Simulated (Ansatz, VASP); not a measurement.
# SnSe in VASP and in Ansatz

```
Sn Se
1.0
     4.21934    0.00000    0.00000
     0.00000    4.21934    0.00000
     0.00000    0.00000    5.99303
Sn Se
2 2
Direct
  0.50000 0.00000 0.25009
  0.00000 0.50000 0.74991
  0.50000 0.00000 0.74990
  0.00000 0.50000 0.25010
```

Alike in both runs: task single point; functional PBE; k mesh 6 × 6 × 4; no spin polarisation.

|  | VASP | Ansatz |
| --- | --- | --- |
| version | VASP 6.6.1 | Ansatz 0.2.0 |
| potentials or method | VASP PAW PBE potentials, release 64 (Sn_d, Se) | plane waves, PAW |
| plane-wave cutoff (eV) | 520 | 420 |
| occupations | gaussian, width 0.01 eV | fixed |
| valence electrons in the cell | 40 | 60 |

|  | VASP | Ansatz | Ansatz less VASP |
| --- | --- | --- | --- |
| gap on the k mesh at the Fermi level (eV) | 0.68 | 0.68 | -0.001 |
| pressure (GPa) | 2.0 | 2.0 | 0.00 |

VASP's potentials hold 40 valence electrons a cell and Ansatz's 60, so a difference there can come from the potentials and not from the codes.
